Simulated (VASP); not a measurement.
# CuGe4 in VASP: further runs

Runs on CuGe4. Level: PBE+D3(BJ). Tasks: single point.

Everything below comes from runs of VASP 6.6.1. Logs are shortened: lines on timing, memory, paths and dates and some standing lists are left out, and cuts for length are marked.

## 1. The cell of the first run

The cell holds a slab with vacuum, 5 atoms: a = 4.030 Å, b = 4.030 Å, c = 21.498 Å, α = 90.00°, β = 90.00°, γ = 120.00°.

## 2. Single point, PBE+D3(BJ)

INCAR reads:

```
SYSTEM = CuGe4
PREC     = Accurate       ! precision mode
ENCUT    = 520            ! plane-wave cutoff, eV
EDIFF    = 1E-6           ! SCF threshold, eV
ISMEAR   = 0              ! smearing method
SIGMA    = 0.1            ! smearing width, eV
LREAL    = .False.        ! projectors in reciprocal space
LASPH    = .True.         ! aspherical terms in the spheres
NELM     = 60             ! most SCF steps
ALGO     = Normal         ! electronic algorithm
ISIF     = 2              ! what is computed and relaxed
LWAVE    = .False.        ! write WAVECAR
LCHARG   = .False.        ! write CHGCAR
LDIPOL   = .True.       
IDIPOL   = 3            
DIPOL    = 0.5 0.5 0.335
GGA      = PE             ! functional
IVDW     = 12             ! dispersion correction
NBANDS   = 42             ! bands
```

KPOINTS reads:

```
Automatic mesh
0
Gamma
  9 9 1
  0 0 0
```

POSCAR reads:

```
CuGe4
1.0
    4.0303587933      0.0000000000      0.0000000000
   -2.0151793967      3.4903931014      0.0000000000
    0.0000000000      0.0000000000     21.4984134729
Ge Cu
4 1
Direct
    0.3333333333      0.6666666667      0.1860602414
    0.0000000000      0.0000000000      0.2243278812
    0.0000000000      0.0000000000      0.3459155542
    0.6666666667      0.3333333333      0.3813496974
    0.8888888889      0.7777777778      0.5348493966
```

Potentials or basis: VASP PAW PBE potentials, release 64 (Ge_d, Cu).

The run is started by

```console
$ cat potpaw_PBE.64/Ge_d/POTCAR potpaw_PBE.64/Cu/POTCAR > POTCAR
$ mpirun -np 1 vasp_std > vasp.out
```

OUTCAR:

```text
SYSTEM = CuGe4
   PREC = Accurate
   ENCUT = 520
   EDIFF = 1E-6
   ISMEAR = 0
   LREAL = .False.
   LASPH = .True.
   NELM = 60
   ISIF = 2
   GGA = PE
   IVDW = 12
 IVDW          = 12

 ion  position               nearest neighbor table
   1  0.333  0.667  0.186-   2 2.47   2 2.47   2 2.47
   2  0.000  0.000  0.224-   1 2.47   1 2.47   1 2.47   3 2.61
   3  0.000  0.000  0.346-   4 2.45   4 2.45   4 2.45   2 2.61
   4  0.667  0.333  0.381-   3 2.45   3 2.45   3 2.45
   5  0.889  0.778  0.535-

  LATTYP: Found a hexagonal cell.
 ALAT       =     4.0303587933
 C/A-ratio  =     5.3341190141

  Lattice vectors:

 A1 = (   4.0303587933,   0.0000000000,   0.0000000000)
 A2 = (  -2.0151793967,   3.4903931014,   0.0000000000)
 A3 = (   0.0000000000,   0.0000000000,  21.4984134729)

Analysis of symmetry for initial positions (statically):
=====================================================================
 Subroutine PRICEL returns:
 Original cell was already a primitive cell.

 Routine SETGRP: Setting up the symmetry group for a
 hexagonal supercell.

 Subroutine GETGRP returns: Found  2 space group operations
 (whereof  2 operations were pure point group operations)
 out of a pool of 24 trial point group operations.

The static configuration has the point symmetry C_1h.

Analysis of symmetry for dynamics (positions and initial velocities):
=====================================================================
 Subroutine PRICEL returns:
 Original cell was already a primitive cell.

 Routine SETGRP: Setting up the symmetry group for a
 hexagonal supercell.

 Subroutine GETGRP returns: Found  2 space group operations
 (whereof  2 operations were pure point group operations)
 out of a pool of 24 trial point group operations.

The dynamic configuration has the point symmetry C_1h.

 Subroutine INISYM returns: Found  2 space group operations
 (whereof  2 operations are pure point group operations),
 and found     1 'primitive' translations

----------------------------------------------------------------------------------------

                                     Primitive cell

  volume of cell :     302.4297

  direct lattice vectors                    reciprocal lattice vectors
     4.030358793  0.000000000  0.000000000     0.248116868  0.143250340  0.000000000
    -2.015179397  3.490393101  0.000000000     0.000000000  0.286500681  0.000000000
     0.000000000  0.000000000 21.498413473     0.000000000  0.000000000  0.046515060

  length of vectors
     4.030358793  4.030358793 21.498413473     0.286500681  0.286500681  0.046515060

  position of ions in fractional coordinates (direct lattice)
     0.333333333  0.666666667  0.186060241
     0.000000000  0.000000000  0.224327881
     0.000000000  0.000000000  0.345915554
     0.666666667  0.333333333  0.381349697
     0.888888889  0.777777778  0.534849397

  ion indices of the primitive-cell ions
   primitive index   ion index
                 1           1
                 2           2
                 3           3
                 4           4
                 5           5

----------------------------------------------------------------------------------------

 KPOINTS: Automatic mesh

Automatic generation of k-mesh.
 Grid dimensions read from file:
 generate k-points for:    9    9    1

 Generating k-lattice:

  Cartesian coordinates                     Fractional coordinates (reciprocal lattice)
     0.027568541  0.015916704  0.000000000     0.111111111  0.000000000  0.000000000
     0.000000000  0.031833409  0.000000000     0.000000000  0.111111111  0.000000000
     0.000000000  0.000000000  0.046515060     0.000000000  0.000000000  1.000000000

  Length of vectors
     0.031833409  0.031833409  0.046515060

  Shift w.r.t. Gamma in fractional coordinates (k-lattice)
     0.000000000  0.000000000  0.000000000

 Subroutine IBZKPT returns following result:
 ===========================================

 Found     25 irreducible k-points:

 Following reciprocal coordinates:
            Coordinates               Weight
  0.000000  0.000000  0.000000      1.000000
  0.111111  0.000000  0.000000      4.000000
  0.000000  0.111111  0.000000      2.000000
  0.222222 -0.000000  0.000000      4.000000
  0.000000  0.222222  0.000000      2.000000
  0.333333 -0.000000  0.000000      4.000000
[... 16 lines left out ...]
 -0.222222 -0.444444  0.000000      4.000000
  0.444444  0.333333  0.000000      4.000000
   k-points           NKPTS =     25   k-points in BZ     NKDIM =     25   number of bands    NBANDS=     42
   number of dos      NEDOS =    301   number of ions     NIONS =      5
   total plane-waves  NPLWV = 144000
   dimension x,y,z NGX =    30 NGY =   30 NGZ =  160
   dimension x,y,z NGXF=    60 NGYF=   60 NGZF=  320
   ions per type =               4   1
   NGX,Y,Z   is equivalent  to a cutoff of  12.37, 12.37, 12.37 a.u.
   NGXF,Y,Z  is equivalent  to a cutoff of  24.75, 24.75, 24.75 a.u.
 SYSTEM =  CuGe4
   PREC   = accura    normal or accurate (medium, high low for compatibility)
   ISTART =      0    job   : 0-new  1-cont  2-samecut
   ICHARG =      2    charge: 1-file 2-atom 10-const
   ISPIN  =      1    spin polarized calculation?
   LNONCOLLINEAR =      F non collinear calculations
   LSORBIT =      F    spin-orbit coupling
   LASPH  =      T    aspherical Exc in radial PAW
   ENCUT  =  520.0 eV  38.22 Ry    6.18 a.u.   7.49  7.49 39.97*2*pi/ulx,y,z
   NELM   =     60;   NELMIN=  2; NELMDL= -5     # of ELM steps
   EDIFF  = 0.1E-05   stopping-criterion for ELM
   LREAL  =      F    real-space projection
   EDIFFG = 0.1E-04   stopping-criterion for IOM
   NSW    =      0    number of steps for IOM
   IBRION =     -1    ionic relax: 0-MD 1-quasi-New 2-CG
   NFREE  =      0    steps in history (QN), initial steepest desc. (CG)
   ISIF   =      2    stress and relaxation
   ISYM   =      2    0-nonsym 1-usesym 2-fastsym
   POTIM  = 0.5000    time-step for ionic-motion
   TEBEG  =    0.0;   TEEND  =   0.0 temperature during run
   PSTRESS=    0.0 pullay stress
   NELECT =      67.0000    total number of electrons
   NUPDOWN=      -1.0000    fix difference up-down
   EMIN   =  10.00;   EMAX   =-10.00  energy-range for DOS
   EFERMI =   0.00;   METHOD = LEGACY
   ISMEAR =     0;   SIGMA  =   0.10  broadening in eV -4-tet -1-fermi 0-gaus
   EFERMI_NEDOS =   21; number of points for ismear=-14 and -15
   IALGO  =     38    algorithm
   IMIX   =      4    mixing-type and parameters
     AMIX     =   0.40;   BMIX     =  1.00
     AMIX_MAG =   1.60;   BMIX_MAG =  1.00
  volume/ion in A,a.u.               =      60.49       408.18
  Fermi-wavevector in a.u.,A,eV,Ry     =   0.990585  1.871934 13.350826  0.981258
  Thomas-Fermi vector in A             =   2.122265
   LORBIT       =      0    0 simple, 1 ext, 2 COOP (PROOUT), +10 PAW based schemes
   GGA     = PE    functional components
   LHFCALC =     F    Hartree Fock is set to
   AEXX    =    0.0000 exact exchange contribution
   IVDW    =    12    specifies the selected vdW correction
   LEPSILON=     F    determine dielectric tensor
   LRPA    =     F    only Hartree local field effects (RPA)
 non-spin polarized calculation
 Gauss-broadening in eV      SIGMA  =   0.10
  energy-cutoff  :      520.00
  volume of cell :      302.43
 maximum number of plane-waves:      8193
 NGX is ok and might be reduce to    30
   NGX = 15   NGY = 15   NGZ = 79

 dipolmoment           0.000000      0.000000     -0.001520 electrons x Angstroem

 number of electron      67.0000012 magnetization

 dipolmoment           0.000000      0.000000      0.003205 electrons x Angstroem

 Free energy of the ion-electron system (eV)
  ---------------------------------------------------
  ext. energy  EPLUGINS =         0.00000000
  ---------------------------------------------------
  free energy    TOTEN  =       -17.67059783 eV

  energy without entropy =      -17.65805937  energy(sigma->0) =      -17.66432860

 E-fermi :  -1.3858     XC(G=0):  -4.6784

 val. band max:       -1.3988911752   @ k =  -0.1111   0.4444   0.0000
 cond. band min:      -1.3415339323   @ k =   0.0000   0.0000   0.0000
 fundamental gap:      0.0573572429
 Fermi energy:        -1.3857808751

 k-point     1 :       0.0000    0.0000    0.0000
  band No.  band energies     occupation
      1     -25.8247      2.00000
      2     -25.8240      2.00000
      3     -25.7963      2.00000
      4     -25.7709      2.00000
      5     -25.7692      2.00000
      6     -25.7333      2.00000
[... 34 lines left out ...]
     41       2.7783      0.00000
     42       2.7791      0.00000

 k-point     2 :       0.1111    0.0000    0.0000
  band No.  band energies     occupation
      1     -25.8301      2.00000
      2     -25.8275      2.00000
      3     -25.7979      2.00000
      4     -25.7652      2.00000
      5     -25.7641      2.00000
      6     -25.7342      2.00000
[... 34 lines left out ...]
     41       2.7515      0.00000
     42       3.2629      0.00000

 k-point     3 :       0.0000    0.1111    0.0000
  band No.  band energies     occupation
      1     -25.8304      2.00000
      2     -25.8270      2.00000
      3     -25.7978      2.00000
      4     -25.7658      2.00000
      5     -25.7636      2.00000
      6     -25.7334      2.00000
[... 34 lines left out ...]
     41       2.7534      0.00000
     42       3.2641      0.00000

 k-point     4 :       0.2222   -0.0000    0.0000
  band No.  band energies     occupation
      1     -25.8383      2.00000
      2     -25.8326      2.00000
      3     -25.8030      2.00000
      4     -25.7570      2.00000
      5     -25.7555      2.00000
      6     -25.7341      2.00000
[... 844 lines left out ...]
     41       3.4705      0.00000
     42       4.0171      0.00000

 k-point    23 :      -0.2222   -0.4444    0.0000
  band No.  band energies     occupation
      1     -25.8510      2.00000
      2     -25.8399      2.00000
      3     -25.8130      2.00000
      4     -25.7538      2.00000
      5     -25.7381      2.00000
      6     -25.7248      2.00000
[... 34 lines left out ...]
     41       3.5590      0.00000
     42       4.0488      0.00000

 k-point    24 :       0.4444    0.3333    0.0000
  band No.  band energies     occupation
      1     -25.8513      2.00000
      2     -25.8401      2.00000
      3     -25.8131      2.00000
      4     -25.7542      2.00000
      5     -25.7376      2.00000
      6     -25.7246      2.00000
[... 34 lines left out ...]
     41       3.4262      0.00000
     42       4.0354      0.00000

 [... further k-points ...]

------------------------ aborting loop because EDIFF is reached ----------------------------------------

 vacuum level on the upper side and lower side of the slab       (xc-potential included)        -0.155        -0.131

 Edisp (eV)   -1.15843

 E8    (eV) :    -0.5326

  FORCE on cell =-STRESS in cart. coord.  units (eV):
  Direction    XX          YY          ZZ          XY          YZ          ZX
  --------------------------------------------------------------------------------------
  -------------------------------------------------------------------------------------
  Total      -1.99061    -2.28873    -1.99211     0.00000    -0.41823     0.00000
  in kB     -10.54561   -12.12497   -10.55355     0.00000    -2.21567     0.00000
  external pressure =      -11.07 kB  Pullay stress =        0.00 kB

 VOLUME and BASIS-vectors are now :
 -----------------------------------------------------------------------------
  energy-cutoff  :      520.00
  volume of cell :      302.43
      direct lattice vectors                 reciprocal lattice vectors
     4.030358793  0.000000000  0.000000000     0.248116868  0.143250340  0.000000000
    -2.015179397  3.490393101  0.000000000     0.000000000  0.286500681  0.000000000
     0.000000000  0.000000000 21.498413473     0.000000000  0.000000000  0.046515060

 POSITION                                       TOTAL-FORCE (eV/Angst)
 -----------------------------------------------------------------------------------
     -0.00000      2.32693      4.00000         0.000000     -0.037295      0.159840
      0.00000      0.00000      4.82269        -0.000000      0.036891     -0.104994
      0.00000      0.00000      7.43664        -0.000000      0.002491     -0.055110
      2.01518      1.16346      8.19841        -0.000000      0.133817      0.502044
      2.01518      2.71475     11.49841         0.000000     -0.135903     -0.501780
 -----------------------------------------------------------------------------------
    total drift:                                0.000003     -0.000013     -0.003924

  FREE ENERGIE OF THE ION-ELECTRON SYSTEM (eV)
  ---------------------------------------------------
  free  energy   TOTEN  =       -18.8290301204 eV

  energy  without entropy=      -18.8164916639  energy(sigma->0) =      -18.82276089

 vacuum level on the upper side and lower side of the slab         3.120         3.135
```

Wall time 5.8 min (1 thread of Intel Xeon 6975P-C (Granite Rapids), shared host); peak memory 0.53 GiB.

What came out:

* Free energy: -18.8290 eV
* Largest force: 0.520 eV/Å
* Band gap on the k mesh: zero (an odd number of electrons rules out a gap without spin polarisation)
* Dispersion energy per atom: -0.232 eV

Forces in eV/Å, atoms in the order of the input:
```
Ge   0.000 -0.037  0.160
Ge   0.000  0.037 -0.105
Ge   0.000  0.002 -0.055
Ge   0.000  0.134  0.502
Cu   0.000 -0.136 -0.502
```

(Continued in part 2 of 2.)
